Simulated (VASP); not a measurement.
# MgS (P6_3mc) in VASP: single point with LDA

Aim: the single point of MgS with LDA.

Everything below comes from runs of VASP 6.6.1. Logs are shortened: lines on timing, memory, paths and dates and some standing lists are left out, and cuts for length are marked.

## 1. The cell of the first run

Symmetry: P6_3mc, No. 186, hexagonal system. Conventional cell: a = 4.205 Å, b = 4.205 Å, c = 6.705 Å, α = 90.00°, β = 90.00°, γ = 120.00°. Mg (site symmetry 3m) has 4 S at 2.55 to 2.57 Å within 3.4 Å. Within 3.4 Å of S (site symmetry 3m) lie 4 Mg at 2.55 to 2.57 Å.

## 2. Single point, LDA (strained)

INCAR reads:

```
SYSTEM = MgS
PREC = Accurate ; ENCUT = 520
EDIFF = 1E-7 ; ISMEAR = 0
SIGMA = 0.02 ; LREAL = .False.
LASPH = .True. ; NELM = 80
ALGO = Normal ; ISIF = 2
LWAVE = .False. ; LCHARG = .False.
NBANDS = 16
```

KPOINTS reads:

```
Automatic mesh
0
Gamma
  6 6 4
  0 0 0
```

POSCAR reads:

```
MgS
1.0
    4.2054079733      0.0000000000      0.0000000000
   -2.1027039866      3.6419901382      0.0000000000
    0.0000000000      0.0000000000      6.7045731926
Mg S
2 2
Direct
    0.6666666700      0.3333333300      0.4957548500
    0.3333333300      0.6666666700      0.9957548500
    0.3333333300      0.6666666700      0.3792441500
    0.6666666700      0.3333333300      0.8792441500
```

Potentials or basis: VASP PAW LDA potentials, release 64 (Mg, S).

Started as:

```
cat potpaw_LDA.64/Mg/POTCAR potpaw_LDA.64/S/POTCAR > POTCAR
mpirun -np 1 vasp_std > vasp.out
```

OUTCAR:

```text
SYSTEM = MgS
   PREC = Accurate
   ENCUT = 520
   EDIFF = 1E-7
   ISMEAR = 0
   LREAL = .False.
   LASPH = .True.
   NELM = 80
   ISIF = 2

 ion  position               nearest neighbor table
   1  0.667  0.333  0.496-   3 2.55   3 2.55   3 2.55   4 2.57
   2  0.333  0.667  0.996-   4 2.55   4 2.55   4 2.55   3 2.57
   3  0.333  0.667  0.379-   1 2.55   1 2.55   1 2.55   2 2.57
   4  0.667  0.333  0.879-   2 2.55   2 2.55   2 2.55   1 2.57

  LATTYP: Found a hexagonal cell.
 ALAT       =     4.2054079733
 C/A-ratio  =     1.5942741430

  Lattice vectors:

 A1 = (   4.2054079733,   0.0000000000,   0.0000000000)
 A2 = (  -2.1027039866,   3.6419901382,   0.0000000000)
 A3 = (   0.0000000000,   0.0000000000,   6.7045731926)

Analysis of symmetry for initial positions (statically):
=====================================================================
 Subroutine PRICEL returns:
 Original cell was already a primitive cell.

 Routine SETGRP: Setting up the symmetry group for a
 hexagonal supercell.

 Subroutine GETGRP returns: Found 12 space group operations
 (whereof  6 operations were pure point group operations)
 out of a pool of 24 trial point group operations.

The static configuration has the point symmetry C_3v.
 The point group associated with its full space group is C_6v.

Analysis of symmetry for dynamics (positions and initial velocities):
=====================================================================
 Subroutine PRICEL returns:
 Original cell was already a primitive cell.

 Routine SETGRP: Setting up the symmetry group for a
 hexagonal supercell.

 Subroutine GETGRP returns: Found 12 space group operations
 (whereof  6 operations were pure point group operations)
 out of a pool of 24 trial point group operations.

The dynamic configuration has the point symmetry C_3v.
 The point group associated with its full space group is C_6v.

 Subroutine INISYM returns: Found 12 space group operations
 (whereof  6 operations are pure point group operations),
 and found     1 'primitive' translations

----------------------------------------------------------------------------------------

                                     Primitive cell

  volume of cell :     102.6876

  direct lattice vectors                    reciprocal lattice vectors
     4.205407973  0.000000000  0.000000000     0.237789058  0.137287577  0.000000000
    -2.102703987  3.641990138  0.000000000     0.000000000  0.274575153  0.000000000
     0.000000000  0.000000000  6.704573193     0.000000000  0.000000000  0.149151925

  length of vectors
     4.205407973  4.205407973  6.704573193     0.274575153  0.274575153  0.149151925

  position of ions in fractional coordinates (direct lattice)
     0.666666670  0.333333330  0.495754850
     0.333333330  0.666666670  0.995754850
     0.333333330  0.666666670  0.379244150
     0.666666670  0.333333330  0.879244150

  ion indices of the primitive-cell ions
   primitive index   ion index
                 1           1
                 2           2
                 3           3
                 4           4

----------------------------------------------------------------------------------------

 KPOINTS: Automatic mesh

Automatic generation of k-mesh.
 Grid dimensions read from file:
 generate k-points for:    6    6    4

 Generating k-lattice:

  Cartesian coordinates                     Fractional coordinates (reciprocal lattice)
     0.039631510  0.022881263  0.000000000     0.166666667 -0.000000000  0.000000000
     0.000000000  0.045762526  0.000000000     0.000000000  0.166666667  0.000000000
     0.000000000  0.000000000  0.037287981     0.000000000  0.000000000  0.250000000

  Length of vectors
     0.045762526  0.045762526  0.037287981

  Shift w.r.t. Gamma in fractional coordinates (k-lattice)
     0.000000000  0.000000000  0.000000000

 Subroutine IBZKPT returns following result:
 ===========================================

 Found     21 irreducible k-points:

 Following reciprocal coordinates:
            Coordinates               Weight
  0.000000  0.000000  0.000000      1.000000
  0.166667 -0.000000  0.000000      6.000000
  0.333333 -0.000000  0.000000      6.000000
  0.500000 -0.000000  0.000000      3.000000
  0.166667  0.166667  0.000000      6.000000
  0.333333  0.166667  0.000000     12.000000
[... 13 lines left out ...]
  0.333333  0.166667  0.500000     12.000000
  0.333333  0.333333  0.500000      2.000000
   k-points           NKPTS =     21   k-points in BZ     NKDIM =     21   number of bands    NBANDS=     16
   number of dos      NEDOS =    301   number of ions     NIONS =      4
   total plane-waves  NPLWV =  51200
   dimension x,y,z NGX =    32 NGY =   32 NGZ =   50
   dimension x,y,z NGXF=    64 NGYF=   64 NGZF=  100
   ions per type =               2   2
   NGX,Y,Z   is equivalent  to a cutoff of  12.65, 12.65, 12.40 a.u.
   NGXF,Y,Z  is equivalent  to a cutoff of  25.30, 25.30, 24.80 a.u.
 SYSTEM =  MgS
   PREC   = accura    normal or accurate (medium, high low for compatibility)
   ISTART =      0    job   : 0-new  1-cont  2-samecut
   ICHARG =      2    charge: 1-file 2-atom 10-const
   ISPIN  =      1    spin polarized calculation?
   LNONCOLLINEAR =      F non collinear calculations
   LSORBIT =      F    spin-orbit coupling
   LASPH  =      T    aspherical Exc in radial PAW
   ENCUT  =  520.0 eV  38.22 Ry    6.18 a.u.   7.82  7.82 12.47*2*pi/ulx,y,z
   NELM   =     80;   NELMIN=  2; NELMDL= -5     # of ELM steps
   EDIFF  = 0.1E-06   stopping-criterion for ELM
   LREAL  =      F    real-space projection
   EDIFFG = 0.1E-05   stopping-criterion for IOM
   NSW    =      0    number of steps for IOM
   IBRION =     -1    ionic relax: 0-MD 1-quasi-New 2-CG
   NFREE  =      0    steps in history (QN), initial steepest desc. (CG)
   ISIF   =      2    stress and relaxation
   ISYM   =      2    0-nonsym 1-usesym 2-fastsym
   POTIM  = 0.5000    time-step for ionic-motion
   TEBEG  =    0.0;   TEEND  =   0.0 temperature during run
   PSTRESS=    0.0 pullay stress
   NELECT =      16.0000    total number of electrons
   NUPDOWN=      -1.0000    fix difference up-down
   EMIN   =  10.00;   EMAX   =-10.00  energy-range for DOS
   EFERMI =   0.00;   METHOD = LEGACY
   ISMEAR =     0;   SIGMA  =   0.02  broadening in eV -4-tet -1-fermi 0-gaus
   EFERMI_NEDOS =   21; number of points for ismear=-14 and -15
   IALGO  =     38    algorithm
   IMIX   =      4    mixing-type and parameters
     AMIX     =   0.40;   BMIX     =  1.00
     AMIX_MAG =   1.60;   BMIX_MAG =  1.00
  volume/ion in A,a.u.               =      25.67       173.24
  Fermi-wavevector in a.u.,A,eV,Ry     =   0.880932  1.664719 10.558670  0.776040
  Thomas-Fermi vector in A             =   2.001359
   LORBIT       =      0    0 simple, 1 ext, 2 COOP (PROOUT), +10 PAW based schemes
   GGA     = CA    functional components
   LHFCALC =     F    Hartree Fock is set to
   AEXX    =    0.0000 exact exchange contribution
   IVDW    =     0    specifies the selected vdW correction
   LEPSILON=     F    determine dielectric tensor
   LRPA    =     F    only Hartree local field effects (RPA)
 non-spin polarized calculation
 Gauss-broadening in eV      SIGMA  =   0.02
  energy-cutoff  :      520.00
  volume of cell :      102.69
 maximum number of plane-waves:      2790
 NGX is ok and might be reduce to    32
   NGX = 15   NGY = 15   NGZ = 25

 number of electron      16.0000001 magnetization

 Free energy of the ion-electron system (eV)
  ---------------------------------------------------
  ext. energy  EPLUGINS =         0.00000000
  ---------------------------------------------------
  free energy    TOTEN  =       -18.40793758 eV

  energy without entropy =      -18.40793758  energy(sigma->0) =      -18.40793758

 E-fermi :   0.3778     XC(G=0):  -8.2952

 val. band max:        0.2822932995   @ k =   0.0000   0.0000   0.0000
 cond. band min:       2.8621168864   @ k =   0.0000   0.0000   0.0000
 fundamental gap:      2.5798235868
 Fermi energy:         0.3778359409

 k-point     1 :       0.0000    0.0000    0.0000
  band No.  band energies     occupation
      1     -10.7052      2.00000
      2     -10.1377      2.00000
      3      -2.6001      2.00000
      4      -0.2358      2.00000
      5      -0.2358      2.00000
      6       0.1390      2.00000
[... 8 lines left out ...]
     15       8.2577      0.00000
     16       8.4362      0.00000

 k-point     2 :       0.1667   -0.0000    0.0000
  band No.  band energies     occupation
      1     -10.5996      2.00000
      2     -10.0887      2.00000
      3      -2.4139      2.00000
      4      -0.9230      2.00000
      5      -0.6141      2.00000
      6      -0.4144      2.00000
[... 8 lines left out ...]
     15       8.3115      0.00000
     16       8.6505      0.00000

 k-point     3 :       0.3333   -0.0000    0.0000
  band No.  band energies     occupation
      1     -10.3523      2.00000
      2     -10.0076      2.00000
      3      -2.1056      2.00000
      4      -1.7955      2.00000
      5      -1.5267      2.00000
      6      -0.7023      2.00000
[... 8 lines left out ...]
     15       8.2621      0.00000
     16       9.6282      0.00000

 k-point     4 :       0.5000   -0.0000    0.0000
  band No.  band energies     occupation
      1     -10.1857      2.00000
      2      -9.9990      2.00000
      3      -2.4474      2.00000
      4      -1.9611      2.00000
      5      -1.3845      2.00000
      6      -0.8261      2.00000
[... 8 lines left out ...]
     15       8.7712      0.00000
     16      10.3336      0.00000
[... 267 lines left out ...]
 k-point    19 :       0.1667    0.1667    0.5000
  band No.  band energies     occupation
      1     -10.2296      2.00000
      2     -10.2296      2.00000
      3      -1.9808      2.00000
      4      -1.9808      2.00000
      5      -0.6232      2.00000
      6      -0.6232      2.00000
[... 8 lines left out ...]
     15       8.6080      0.00000
     16       8.6080      0.00000

 k-point    20 :       0.3333    0.1667    0.5000
  band No.  band energies     occupation
      1     -10.0916      2.00000
      2     -10.0916      2.00000
      3      -2.3652      2.00000
      4      -2.3652      2.00000
      5      -0.9865      2.00000
      6      -0.9865      2.00000
[... 8 lines left out ...]
     15       8.9571      0.00000
     16       8.9571      0.00000

 k-point    21 :       0.3333    0.3333    0.5000
  band No.  band energies     occupation
      1     -10.0446      2.00000
      2     -10.0446      2.00000
      3      -2.2776      2.00000
      4      -2.2776      2.00000
      5      -1.4610      2.00000
      6      -1.4610      2.00000
[... 8 lines left out ...]
     15       9.1929      0.00000
     16       9.1929      0.00000

------------------------ aborting loop because EDIFF is reached ----------------------------------------

  FORCE on cell =-STRESS in cart. coord.  units (eV):
  Direction    XX          YY          ZZ          XY          YZ          ZX
  --------------------------------------------------------------------------------------
  -------------------------------------------------------------------------------------
  Total       -4.7828873     -4.7828873     -4.6586064     -0.0000000     -0.0000000      0.0000000
  in kB      -74.6247165    -74.6247165    -72.6856314     -0.0000000     -0.0000000      0.0000000
  external PRESSURE =     -73.9783548 kB  Pullay stress =       0.0000000 kB

 VOLUME and BASIS-vectors are now :
 -----------------------------------------------------------------------------
  energy-cutoff  :      520.00
  volume of cell :      102.69
      direct lattice vectors                 reciprocal lattice vectors
     4.205407973  0.000000000  0.000000000     0.237789058  0.137287577  0.000000000
    -2.102703987  3.641990138  0.000000000     0.000000000  0.274575153  0.000000000
     0.000000000  0.000000000  6.704573193     0.000000000  0.000000000  0.149151925

 POSITION                                       TOTAL-FORCE (eV/Angst)
 -----------------------------------------------------------------------------------
      2.10270      1.21400      3.32382         0.000000     -0.000000      0.061194
     -0.00000      2.42799      6.67611         0.000000      0.000000      0.061194
     -0.00000      2.42799      2.54267         0.000000      0.000000     -0.061194
      2.10270      1.21400      5.89496        -0.000000      0.000000     -0.061194
 -----------------------------------------------------------------------------------
    total drift:                               -0.000010      0.000006     -0.000120

  FREE ENERGIE OF THE ION-ELECTRON SYSTEM (eV)
  ---------------------------------------------------
  free  energy   TOTEN  =       -18.4079375758 eV

  energy  without entropy=      -18.4079375758  energy(sigma->0) =      -18.40793758
```

It took 32 s on 1 thread of AMD EPYC 7R13, shared host; peak memory 0.16 GiB.

Results:

```yaml
Free_energy: -18.4079 eV
Pressure: -7.4 GPa
Largest_force: 0.061 eV/Å
Band_gap_on_the_k_mesh: 2.58 eV
```

Forces on the atoms (eV/Å):
```
Mg   0.000  0.000  0.061
Mg   0.000  0.000  0.061
S    0.000  0.000 -0.061
S    0.000  0.000 -0.061
```

Stress tensor (GPa, compression positive):
```
-7.46  0.00  0.00
 0.00 -7.46  0.00
 0.00  0.00 -7.27
```

Caveat: the cell differs from its parent crystal (strained); the cell stands under tension.
